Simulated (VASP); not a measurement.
# ZnGa3F6 (Fm-3m) in VASP: notebook

ZnGa3F6 is run at these levels: PBE, revPBE; tasks: single point.

All numbers are computed with VASP 6.6.1; they aren't measurements. Logs are shortened: lines on timing, memory, paths and dates and some standing lists are left out, and cuts for length are marked.

## Step 1: The cell of the first run

It takes space group Fm-3m (No. 225, cubic). The conventional cell has a = 7.627 Å, b = 7.627 Å, c = 7.627 Å, α = 90.00°, β = 90.00°, γ = 90.00°. Within 3.6 Å of Ga (site symmetry -43m) lie 12 F at 2.71 Å and 4 Ga at 3.30 Å and 4 Zn at 3.30 Å. Ga (site symmetry m-3m) has 6 F at 2.21 Å within 2.9 Å. Zn (site symmetry m-3m) has 6 F at 1.60 Å within 2.1 Å. Within 2.1 Å of F (site symmetry 4mm) lie 1 Zn at 1.60 Å.

## Step 2: Single point, PBE

Contents of INCAR:

```
SYSTEM = ZnGa3F6
PREC     = Accurate       ! precision mode
ENCUT    = 520            ! plane-wave cutoff, eV
EDIFF    = 1E-6           ! SCF threshold, eV
ISMEAR   = -1             ! smearing method
SIGMA    = 0.0561         ! smearing width, eV
LREAL    = .FALSE.        ! projectors in reciprocal space
LASPH    = .TRUE.         ! aspherical terms in the spheres
NELM     = 100            ! most SCF steps
ALGO     = Normal         ! electronic algorithm
ISIF     = 2              ! what is computed and relaxed
LWAVE    = .FALSE.        ! write WAVECAR
LCHARG   = .FALSE.        ! write CHGCAR
GGA      = PE             ! functional
NBANDS   = 58             ! bands
```

Contents of KPOINTS:

```
regular mesh
0
G
  4 4 4
  0 0 0
```

Contents of POSCAR:

```
ZnGa3F6
1.0
    0.0000000000      3.8135820000      3.8135820000
    3.8135820000      0.0000000000      3.8135820000
    3.8135820000      3.8135820000      0.0000000000
Ga Zn F
3 1 6
Direct
    0.2500000000      0.2500000000      0.2500000000
    0.7500000000      0.7500000000      0.7500000000
    0.0000000000      0.0000000000      0.0000000000
    0.5000000000      0.5000000000      0.5000000000
    0.7098000000      0.2902000000      0.2902000000
    0.2902000000      0.7098000000      0.2902000000
    0.2902000000      0.7098000000      0.7098000000
    0.7098000000      0.2902000000      0.7098000000
    0.2902000000      0.2902000000      0.7098000000
    0.7098000000      0.7098000000      0.2902000000
```

Potentials or basis: VASP PAW PBE potentials, release 64 (Ga_d, Zn, F).

Started as:

```sh
$ cat potpaw_PBE.64/Ga_d/POTCAR potpaw_PBE.64/Zn/POTCAR potpaw_PBE.64/F/POTCAR > POTCAR
$ mpirun -np 1 vasp_std > vasp.out
```

OUTCAR:

```text
SYSTEM = ZnGa3F6
   PREC = Accurate
   ENCUT = 520
   EDIFF = 1E-6
   ISMEAR = -1
   LREAL = .FALSE.
   LASPH = .TRUE.
   NELM = 100
   ISIF = 2
   GGA = PE

 ion  position               nearest neighbor table
   1  0.250  0.250  0.250-
   2  0.750  0.750  0.750-
   3  0.000  0.000  0.000-   5 2.21   6 2.21   7 2.21   8 2.21   9 2.21  10 2.21
   4  0.500  0.500  0.500-   5 1.60   6 1.60   7 1.60   8 1.60   9 1.60  10 1.60
   5  0.710  0.290  0.290-   4 1.60   3 2.21
   6  0.290  0.710  0.290-   4 1.60   3 2.21
   7  0.290  0.710  0.710-   4 1.60   3 2.21
   8  0.710  0.290  0.710-   4 1.60   3 2.21
   9  0.290  0.290  0.710-   4 1.60   3 2.21
  10  0.710  0.710  0.290-   4 1.60   3 2.21

  LATTYP: Found a face centered cubic cell.
 ALAT       =     7.6271640000

  Lattice vectors:

 A1 = (   0.0000000000,   3.8135820000,   3.8135820000)
 A2 = (   3.8135820000,   0.0000000000,   3.8135820000)
 A3 = (   3.8135820000,   3.8135820000,   0.0000000000)

Analysis of symmetry for initial positions (statically):
=====================================================================
 Subroutine PRICEL returns:
 Original cell was already a primitive cell.

 Routine SETGRP: Setting up the symmetry group for a
 face centered cubic supercell.

 Subroutine GETGRP returns: Found 48 space group operations
 (whereof 48 operations were pure point group operations)
 out of a pool of 48 trial point group operations.

The static configuration has the point symmetry O_h .

Analysis of symmetry for dynamics (positions and initial velocities):
=====================================================================
 Subroutine PRICEL returns:
 Original cell was already a primitive cell.

 Routine SETGRP: Setting up the symmetry group for a
 face centered cubic supercell.

 Subroutine GETGRP returns: Found 48 space group operations
 (whereof 48 operations were pure point group operations)
 out of a pool of 48 trial point group operations.

The dynamic configuration has the point symmetry O_h .

 Subroutine INISYM returns: Found 48 space group operations
 (whereof 48 operations are pure point group operations),
 and found     1 'primitive' translations

----------------------------------------------------------------------------------------

                                     Primitive cell

  volume of cell :     110.9250

  direct lattice vectors                    reciprocal lattice vectors
     0.000000000  3.813582000  3.813582000    -0.131110331  0.131110331  0.131110331
     3.813582000  0.000000000  3.813582000     0.131110331 -0.131110331  0.131110331
     3.813582000  3.813582000  0.000000000     0.131110331  0.131110331 -0.131110331

  length of vectors
     5.393219386  5.393219386  5.393219386     0.227089755  0.227089755  0.227089755

  position of ions in fractional coordinates (direct lattice)
     0.250000000  0.250000000  0.250000000
     0.750000000  0.750000000  0.750000000
     0.000000000  0.000000000  0.000000000
     0.500000000  0.500000000  0.500000000
     0.709800000  0.290200000  0.290200000
     0.290200000  0.709800000  0.290200000
     0.290200000  0.709800000  0.709800000
     0.709800000  0.290200000  0.709800000
     0.290200000  0.290200000  0.709800000
     0.709800000  0.709800000  0.290200000

  ion indices of the primitive-cell ions
   primitive index   ion index
                 1           1
                 2           2
                 3           3
                 4           4
                 5           5
                 6           6
                 7           7
                 8           8
                 9           9
                10          10

----------------------------------------------------------------------------------------

 KPOINTS: regular mesh

Automatic generation of k-mesh.
 Grid dimensions read from file:
 generate k-points for:    4    4    4

 Generating k-lattice:

  Cartesian coordinates                     Fractional coordinates (reciprocal lattice)
    -0.032777583  0.032777583  0.032777583     0.250000000  0.000000000  0.000000000
     0.032777583 -0.032777583  0.032777583     0.000000000  0.250000000  0.000000000
     0.032777583  0.032777583 -0.032777583     0.000000000  0.000000000  0.250000000

  Length of vectors
     0.056772439  0.056772439  0.056772439

  Shift w.r.t. Gamma in fractional coordinates (k-lattice)
     0.000000000  0.000000000  0.000000000

 Subroutine IBZKPT returns following result:
 ===========================================

 Found      8 irreducible k-points:

 Following reciprocal coordinates:
            Coordinates               Weight
  0.000000  0.000000  0.000000      1.000000
  0.250000  0.000000  0.000000      8.000000
  0.500000  0.000000  0.000000      4.000000
  0.250000  0.250000  0.000000      6.000000
  0.500000  0.250000  0.000000     24.000000
 -0.250000  0.250000  0.000000     12.000000
  0.500000  0.500000  0.000000      3.000000
 -0.250000  0.500000  0.250000      6.000000
   k-points           NKPTS =      8   k-points in BZ     NKDIM =      8   number of bands    NBANDS=     58
   number of dos      NEDOS =    301   number of ions     NIONS =     10
   total plane-waves  NPLWV =  64000
   dimension x,y,z NGX =    40 NGY =   40 NGZ =   40
   dimension x,y,z NGXF=    80 NGYF=   80 NGZF=   80
   ions per type =               3   1   6
   NGX,Y,Z   is equivalent  to a cutoff of  12.33, 12.33, 12.33 a.u.
   NGXF,Y,Z  is equivalent  to a cutoff of  24.66, 24.66, 24.66 a.u.
 SYSTEM =  ZnGa3F6
   PREC   = accura    normal or accurate (medium, high low for compatibility)
   ISTART =      0    job   : 0-new  1-cont  2-samecut
   ICHARG =      2    charge: 1-file 2-atom 10-const
   ISPIN  =      1    spin polarized calculation?
   LNONCOLLINEAR =      F non collinear calculations
   LSORBIT =      F    spin-orbit coupling
   LASPH  =      T    aspherical Exc in radial PAW
   ENCUT  =  520.0 eV  38.22 Ry    6.18 a.u.  10.03 10.03 10.03*2*pi/ulx,y,z
   NELM   =    100;   NELMIN=  2; NELMDL= -5     # of ELM steps
   EDIFF  = 0.1E-05   stopping-criterion for ELM
   LREAL  =      F    real-space projection
   EDIFFG = 0.1E-04   stopping-criterion for IOM
   NSW    =      0    number of steps for IOM
   IBRION =     -1    ionic relax: 0-MD 1-quasi-New 2-CG
   NFREE  =      0    steps in history (QN), initial steepest desc. (CG)
   ISIF   =      2    stress and relaxation
   ISYM   =      2    0-nonsym 1-usesym 2-fastsym
   POTIM  = 0.5000    time-step for ionic-motion
   TEBEG  =    0.0;   TEEND  =   0.0 temperature during run
   PSTRESS=    0.0 pullay stress
   NELECT =      93.0000    total number of electrons
   NUPDOWN=      -1.0000    fix difference up-down
   EMIN   =  10.00;   EMAX   =-10.00  energy-range for DOS
   EFERMI =   0.00;   METHOD = LEGACY
   ISMEAR =    -1;   SIGMA  =   0.06  broadening in eV -4-tet -1-fermi 0-gaus
   EFERMI_NEDOS =   21; number of points for ismear=-14 and -15
   IALGO  =     38    algorithm
   IMIX   =      4    mixing-type and parameters
     AMIX     =   0.40;   BMIX     =  1.00
     AMIX_MAG =   1.60;   BMIX_MAG =  1.00
  volume/ion in A,a.u.               =      11.09        74.86
  Fermi-wavevector in a.u.,A,eV,Ry     =   1.543688  2.917146 32.422291  2.382971
  Thomas-Fermi vector in A             =   2.649315
   LORBIT       =      0    0 simple, 1 ext, 2 COOP (PROOUT), +10 PAW based schemes
   GGA     = PE    functional components
   LHFCALC =     F    Hartree Fock is set to
   AEXX    =    0.0000 exact exchange contribution
   IVDW    =     0    specifies the selected vdW correction
   LEPSILON=     F    determine dielectric tensor
   LRPA    =     F    only Hartree local field effects (RPA)
 non-spin polarized calculation
  energy-cutoff  :      520.00
  volume of cell :      110.92
 maximum number of plane-waves:      3002
   NGX = 21   NGY = 21   NGZ = 21

 number of electron      92.9999976 magnetization

 Free energy of the ion-electron system (eV)
  ---------------------------------------------------
  ext. energy  EPLUGINS =         0.00000000
  ---------------------------------------------------
  free energy    TOTEN  =       -26.09851446 eV

  energy without entropy =      -26.08395374  energy(sigma->0) =      -26.09123410

 E-fermi :   5.6388     XC(G=0): -11.2288

 val. band max:        5.4631320323   @ k =  -0.2500   0.2500   0.0000
 cond. band min:       5.7878193712   @ k =   0.5000   0.2500   0.0000
 fundamental gap:      0.3246873389
 Fermi energy:         5.6388141742

 k-point     1 :       0.0000    0.0000    0.0000
  band No.  band energies     occupation
      1     -21.6561      2.00000
      2     -20.1115      2.00000
      3     -20.1115      2.00000
      4     -20.1115      2.00000
      5     -19.9227      2.00000
      6     -19.9227      2.00000
[... 50 lines left out ...]
     57      13.5145      0.00000
     58      13.5145      0.00000

 k-point     2 :       0.2500    0.0000    0.0000
  band No.  band energies     occupation
      1     -21.6048      2.00000
      2     -20.1796      2.00000
      3     -20.1006      2.00000
      4     -20.1006      2.00000
      5     -19.9356      2.00000
      6     -19.9356      2.00000
[... 50 lines left out ...]
     57      15.0335      0.00000
     58      15.0335      0.00000

 k-point     3 :       0.5000    0.0000    0.0000
  band No.  band energies     occupation
      1     -21.5490      2.00000
      2     -20.2532      2.00000
      3     -20.0878      2.00000
      4     -20.0878      2.00000
      5     -19.9506      2.00000
      6     -19.9506      2.00000
[... 50 lines left out ...]
     57      16.9032      0.00000
     58      16.9043      0.00000

 k-point     4 :       0.2500    0.2500    0.0000
  band No.  band energies     occupation
      1     -21.5909      2.00000
      2     -20.1476      2.00000
      3     -20.1195      2.00000
      4     -20.1195      2.00000
      5     -19.9687      2.00000
      6     -19.9169      2.00000
[... 50 lines left out ...]
     57      14.1273      0.00000
     58      15.9647      0.00000

 k-point     5 :       0.5000    0.2500    0.0000
  band No.  band energies     occupation
      1     -21.5378      2.00000
      2     -20.2075      2.00000
      3     -20.1163      2.00000
      4     -20.1097      2.00000
      5     -19.9830      2.00000
      6     -19.9288      2.00000
[... 50 lines left out ...]
     57      15.5551      0.00000
     58      16.7707      0.00000

 k-point     6 :      -0.2500    0.2500    0.0000
  band No.  band energies     occupation
      1     -21.5532      2.00000
      2     -20.2094      2.00000
      3     -20.1295      2.00000
      4     -20.0881      2.00000
      5     -19.9502      2.00000
      6     -19.9468      2.00000
[... 50 lines left out ...]
     57      15.3740      0.00000
     58      16.6625      0.00000

 k-point     7 :       0.5000    0.5000    0.0000
  band No.  band energies     occupation
      1     -21.5262      2.00000
      2     -20.1516      2.00000
      3     -20.1274      2.00000
      4     -20.1274      2.00000
      5     -20.0437      2.00000
      6     -19.9115      2.00000
[... 50 lines left out ...]
     57      14.8498      0.00000
     58      16.2569      0.00000

 k-point     8 :      -0.2500    0.5000    0.2500
  band No.  band energies     occupation
      1     -21.5221      2.00000
      2     -20.1755      2.00000
      3     -20.1394      2.00000
      4     -20.1394      2.00000
      5     -19.9773      2.00000
      6     -19.9353      2.00000
[... 50 lines left out ...]
     57      16.0314      0.00000
     58      16.0314      0.00000

------------------------ aborting loop because EDIFF is reached ----------------------------------------

  FORCE on cell =-STRESS in cart. coord.  units (eV):
  Direction    XX          YY          ZZ          XY          YZ          ZX
  --------------------------------------------------------------------------------------
  -------------------------------------------------------------------------------------
  Total       50.2442466     50.2442466     50.2442466      0.0000000      0.0000000     -0.0000000
  in kB      725.7176037    725.7176037    725.7176037      0.0000000      0.0000000     -0.0000000
  external PRESSURE =     725.7176037 kB  Pullay stress =       0.0000000 kB

 VOLUME and BASIS-vectors are now :
 -----------------------------------------------------------------------------
  energy-cutoff  :      520.00
  volume of cell :      110.92
      direct lattice vectors                 reciprocal lattice vectors
     0.000000000  3.813582000  3.813582000    -0.131110331  0.131110331  0.131110331
     3.813582000  0.000000000  3.813582000     0.131110331 -0.131110331  0.131110331
     3.813582000  3.813582000  0.000000000     0.131110331  0.131110331 -0.131110331

 POSITION                                       TOTAL-FORCE (eV/Angst)
 -----------------------------------------------------------------------------------
      1.90679      1.90679      1.90679        -0.000000     -0.000000     -0.000000
      5.72037      5.72037      5.72037        -0.000000      0.000000      0.000000
      0.00000      0.00000      0.00000        -0.000000      0.000000      0.000000
      3.81358      3.81358      3.81358        -0.000000      0.000000      0.000000
      2.21340      3.81358      3.81358       -12.674262      0.000000      0.000000
      3.81358      2.21340      3.81358        -0.000000    -12.674262      0.000000
      5.41376      3.81358      3.81358        12.674262      0.000000      0.000000
      3.81358      5.41376      3.81358        -0.000000     12.674262      0.000000
      3.81358      3.81358      2.21340        -0.000000      0.000000    -12.674262
      3.81358      3.81358      5.41376        -0.000000      0.000000     12.674262
 -----------------------------------------------------------------------------------
    total drift:                               -0.000000      0.000000      0.000000

  FREE ENERGIE OF THE ION-ELECTRON SYSTEM (eV)
  ---------------------------------------------------
  free  energy   TOTEN  =       -26.0985144578 eV

  energy  without entropy=      -26.0839537431  energy(sigma->0) =      -26.09123410
```

Run time: 34 s. Hardware: 1 thread of AMD EPYC 9R45 (Zen 5), shared host; peak memory 0.22 GiB.

Results:

* Free energy: -26.0985 eV
* Pressure: 72.6 GPa
* Largest force: 12.674 eV/Å

Forces in eV/Å, atoms in the order of the input:
```
Ga    0.000   0.000   0.000
Ga    0.000   0.000   0.000
Ga    0.000   0.000   0.000
Zn    0.000   0.000   0.000
F   -12.674   0.000   0.000
F     0.000 -12.674   0.000
F    12.674   0.000   0.000
F     0.000  12.674   0.000
F     0.000   0.000 -12.674
F     0.000   0.000  12.674
```

Caveat: an odd number of electrons without spin polarisation forces a metal; a magnetic or distorted state may lie lower.

## Step 3: Single point, revPBE

Contents of INCAR:

```
SYSTEM = ZnGa3F6
PREC = Accurate ; ENCUT = 520
EDIFF = 1E-6 ; ISMEAR = -1
SIGMA = 0.0561 ; LREAL = .FALSE.
LASPH = .TRUE. ; NELM = 80
ALGO = Normal ; ISIF = 2
LWAVE = .FALSE. ; LCHARG = .FALSE.
GGA = RE ; NBANDS = 58
```

Contents of KPOINTS:

```
Automatic mesh
0
G
  4 4 4
  0 0 0
```

POSCAR is that of step 2.

Potentials or basis: VASP PAW PBE potentials, release 64 (Ga_d, Zn, F).

Started as:

```sh
$ cat potpaw_PBE.64/Ga_d/POTCAR potpaw_PBE.64/Zn/POTCAR potpaw_PBE.64/F/POTCAR > POTCAR
$ mpirun -np 1 vasp_std > vasp.out
```

Wall time 34 s (1 thread of AMD EPYC 9R45 (Zen 5), shared host); peak memory 0.22 GiB.

It converged, with:

- Free energy: -22.4920 eV
- Pressure: 76.2 GPa
- Largest force: 12.844 eV/Å

Forces in eV/Å, atoms in the order of the input:
```
Ga    0.000   0.000   0.000
Ga    0.000   0.000   0.000
Ga    0.000   0.000   0.000
Zn    0.000   0.000   0.000
F   -12.844   0.000   0.000
F     0.000 -12.844   0.000
F    12.844   0.000   0.000
F     0.000  12.844   0.000
F     0.000   0.000 -12.844
F     0.000   0.000  12.844
```

Levels at points of the mesh, in eV from the Fermi level:
| k point | band 43 | band 44 | band 45 | band 46 | band 47 | band 48 | band 49 | band 50 | band 51 | band 52 |
| --- | --- | --- | --- | --- | --- | --- | --- | --- | --- | --- |
| (0.00, 0.00, 0.00) | -5.11 | -4.40 | -1.31 | -1.28 | -1.28 | 3.23 | 3.23 | 3.23 | 3.33 | 3.33 |
| (0.50, 0.00, 0.00) | -3.14 | -3.12 | -1.87 | -1.87 | -1.08 | 2.15 | 2.87 | 2.87 | 3.18 | 3.41 |
| (0.50, 0.50, 0.00) | -4.27 | -2.85 | -2.62 | -1.28 | 0.51 | 1.86 | 1.86 | 2.05 | 3.88 | 4.32 |

Caveat: the PAW data sets were made with another functional, which shifts forces and pressure a little; an odd number of electrons without spin polarisation forces a metal; a magnetic or distorted state may lie lower.
